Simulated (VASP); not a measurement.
A run of VASP 6.6.1 is set up as follows.

Contents of INCAR:

```
PREC = Accurate
ENCUT = 600
EDIFF = 1E-6
ISMEAR = 0
SIGMA = 0.1
LREAL = False
LASPH = True
NELM = 60
ALGO = Normal
ISIF = 3
LWAVE = False
LCHARG = False
GGA = PE
IBRION = 2
NSW = 90
EDIFFG = -0.04
```

The input KPOINTS:

```
regular mesh
0
Gamma
  6 6 4
```

The input POSCAR:

```
Ge
1.0
    4.3747582100      0.0000000000      0.0000000000
   -2.1873791000      3.7886517400      0.0000000000
    0.0000000000      0.0000000000      3.7712437600
Ge
3
Direct
    0.6987553900      0.7387688800      0.5000000000
    0.2612311200      0.9599865000      0.5000000000
    0.0400135000      0.3012446100      0.5000000000
```

Potentials or basis: VASP PAW PBE potentials, release 64 (Ge_d).

Run with:

```bash
$ cat potpaw_PBE.64/Ge_d/POTCAR > POTCAR
$ mpirun -np 1 vasp_std > vasp.out
```

(1) What does it give for the band gap on the k mesh?

(2) What does it give for the space group after relaxing (to 0.05 Å)?

Results:

(1) zero (band 21 reaches 7.25 eV, above the bottom of band 22 at 2.60 eV).

(2) P6/mmm (No. 191).

Caveat: the k points lie up to 0.63 Å⁻¹ apart in the final cell.
